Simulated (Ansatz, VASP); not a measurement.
## One calculation of Si3N4, two programs

```
Si N
1.0
     0.00000    3.70390    3.70390
     3.70390    0.00000    3.70390
     3.70390    3.70390    0.00000
Si N
6 8
Direct
  0.12500 0.12500 0.62500
  0.12500 0.62500 0.12500
  0.62500 0.12500 0.12500
  0.12500 0.12500 0.12500
  0.75000 0.75000 0.75000
  0.50000 0.50000 0.50000
  0.36804 0.36804 0.36804
  0.35412 0.88196 0.88196
  0.88196 0.88196 0.35412
  0.88196 0.35412 0.88196
  0.36804 0.36804 0.89588
  0.36804 0.89588 0.36804
  0.88196 0.88196 0.88196
  0.89588 0.36804 0.36804
```

Alike in both runs: task relaxation of the atoms; functional r2SCAN; k mesh 6 × 6 × 6; occupations gaussian, width 0.02 eV; no spin polarisation.

|  | VASP | Ansatz |
| --- | --- | --- |
| version | VASP 6.6.1 | Ansatz 0.2.0 |
| potentials or method | VASP PAW PBE potentials, release 64 (Si, N), cutoff 520 eV | scalar-relativistic, plane waves, PAW |
| valence electrons in the cell | 64 | 64 |

```tsv
	VASP	Ansatz	Ansatz less VASP
gap on the k mesh at the Fermi level, each at its own relaxed structure (eV)	4.59	4.59	+0.002
```

VASP's potentials were made for PBE, not for r2SCAN. Ansatz's warnings: stress scf threshold loose.
